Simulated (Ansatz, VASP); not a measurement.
# One calculation of Sn2PbS3, two programs

```
CELL_PARAMETERS angstrom
-2.10353 2.10353 8.92454
2.10353 -2.10353 8.92454
2.10353 2.10353 -8.92454
ATOMIC_POSITIONS crystal
Sn 0.66667 0.66667 0.00000
Sn 0.33333 0.33333 0.00000
Pb 0.00000 0.00000 0.00000
S 0.83333 0.83333 0.00000
S 0.50000 0.50000 0.00000
S 0.16667 0.16667 0.00000
```

Alike in both runs: task single point; functional PBE; k mesh 6 × 6 × 6; occupations gaussian, width 0.1 eV; no spin polarisation.

|  | VASP | Ansatz |
| --- | --- | --- |
| version | VASP 6.6.1 | Ansatz 0.2.0 |
| potentials or method | VASP PAW PBE potentials, release 64 (Sn_d, Pb_d, S), cutoff 520 eV | scalar-relativistic, plane waves, PAW |
| valence electrons in the cell | 60 | 60 |

```csv
,VASP,Ansatz,Ansatz less VASP
gap on the k mesh at the Fermi level (eV),0.11,0.11,+0.002
least direct gap on the mesh (eV),0.11,0.11,+0.002
pressure (GPa),-1.2,-1.2,+0.07
rms of the force components (eV/Å),0.068,0.068,+0.0003
```

Atom by atom the forces differ by 0.000 eV/Å (rms over components).

Spin-orbit coupling is off throughout.
